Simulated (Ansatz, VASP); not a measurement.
# One calculation of Al, two programs

```xyz
1
Lattice="0.0000 2.0172 2.0172 2.0172 0.0000 2.0172 2.0172 2.0172 0.0000" Properties=species:S:1:pos:R:3 pbc="T T T"
Al    0.0000    0.0000    0.0000
```

Change from the starting cell: volume scaled by 0.99, crystal datasets.

Alike in both runs: task electric field gradients; functional LDA; k mesh 17 × 17 × 17; occupations fermi-dirac, width 0.03 eV; no spin polarisation.

|  | VASP | Ansatz |
| --- | --- | --- |
| version | VASP 6.6.1 | Ansatz 0.2.0 |
| potentials or method | VASP PAW LDA potentials, release 64 (Al), cutoff 520 eV | all-electron PAW with datasets made for the crystal, scalar-relativistic |

|  | VASP | Ansatz | Ansatz less VASP |
| --- | --- | --- | --- |
| pressure (GPa) | -2.9 | -2.9 | -0.04 |

LDA's correlation is that of Perdew and Zunger in VASP and of Perdew and Wang (1992) in Ansatz. Ansatz ran all-electron here, and VASP with PAW potentials.
